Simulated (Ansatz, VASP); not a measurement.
**Two plane-wave programs on AlN**

File INCAR:

```
SYSTEM = AlN
  PREC = Accurate
  ENCUT = 600
  EDIFF = 1E-6
  ISMEAR = 0
  SIGMA = 0.1
  LREAL = .FALSE.
  LASPH = .TRUE.
  NELM = 120
  ALGO = Normal
  ISIF = 2
  LWAVE = .FALSE.
  LCHARG = .TRUE.
  GGA = PS
  IVDW = 12
  LELF = .TRUE.
  LVHAR = .TRUE.
  NBANDS = 11
  GGA_COMPAT = .FALSE.
```

The input KPOINTS:

```
Automatic mesh
0
G
  8 8 8
  0 0 0
```

The input POSCAR:

```
AlN
1.0
    0.0000000000      2.0345180000      2.0345180000
    2.0345180000      0.0000000000      2.0345180000
    2.0345180000      2.0345180000      0.0000000000
Al N
1 1
Direct
    0.5000000000      0.5000000000      0.5000000000
    0.0000000000      0.0000000000      0.0000000000
```

Input for Ansatz:

```yaml
crystal:
  lattice:
    - [0.0, 2.034518, 2.034518]
    - [2.034518, 0.0, 2.034518]
    - [2.034518, 2.034518, 0.0]
  atoms:
    - { symbol: Al, position: [0.5, 0.5, 0.5] }
    - { symbol: "N", position: [0.0, 0.0, 0.0] }
basis:
  ecutwfc: 420
kpoints:
  mp_grid: { grid: [8, 8, 8] }
hamiltonian:
  xc: pbesol
  dispersion: d3bj
  pseudopotentials: { kind: paw }
scf:
  occupations: { method: gaussian, width: 0.1 }
output:
  forces: true
  stress: true
  eigenvalues: true
```

Alike in both runs: task single point; functional PBEsol; dispersion D3(BJ); k mesh 8 × 8 × 8; occupations gaussian, width 0.1 eV; no spin polarisation.

|  | VASP | Ansatz |
| --- | --- | --- |
| version | VASP 6.6.1 | Ansatz 0.2.0 |
| potentials or method | VASP PAW PBE potentials, release 64 (Al, N), cutoff 600 eV | scalar-relativistic, plane waves, PAW |
| valence electrons in the cell | 8 | 8 |

|  | VASP | Ansatz | Ansatz less VASP |
| --- | --- | --- | --- |
| gap on the k mesh at the Fermi level (eV) | 4.37 | 4.38 | +0.005 |
| least direct gap on the mesh (eV) | 5.40 | 5.38 | -0.019 |
| pressure (GPa) | -10.1 | -9.9 | +0.25 |

VASP's potentials were made for PBE, not for PBEsol.
